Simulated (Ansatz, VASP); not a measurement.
Two plane-wave programs on BN

```
B N
1.0
    -1.28153    1.28153    5.43681
     1.28153   -1.28153    5.43681
     1.28153    1.28153   -5.43681
B N
3 3
Cartesian
  0.0000 0.0000 7.2491
  0.0000 0.0000 3.6245
  0.0000 0.0000 0.0000
  0.0000 1.2815 2.7184
  1.2815 0.0000 4.5307
  1.2815 0.0000 0.9061
```

Alike in both runs: functional PBE; k mesh 10 × 10 × 10; occupations gaussian, width 0.1 eV; no spin polarisation.

Ansatz relaxed the structure, and its values are those at the end. VASP's run is a single point on that final structure, the one shown.

|  | VASP | Ansatz |
| --- | --- | --- |
| version | VASP 6.6.1 | Ansatz 0.2.0 |
| potentials or method | VASP PAW PBE potentials, release 64 (B, N), cutoff 600 eV | scalar-relativistic, plane waves, PAW |
| valence electrons in the cell | 24 | 24 |

Ansatz gave:

| Property | Result |
| --- | --- |
| gap on the k mesh at the Fermi level (eV) | 4.46 |
| least direct gap on the mesh (eV) | 5.30 |
| pressure (GPa) | 0.0 |

Question: What did VASP give for the same quantities?

Answer: gap on the k mesh at the Fermi level (eV): 4.45; least direct gap on the mesh (eV): 5.29; pressure (GPa): 0.0.
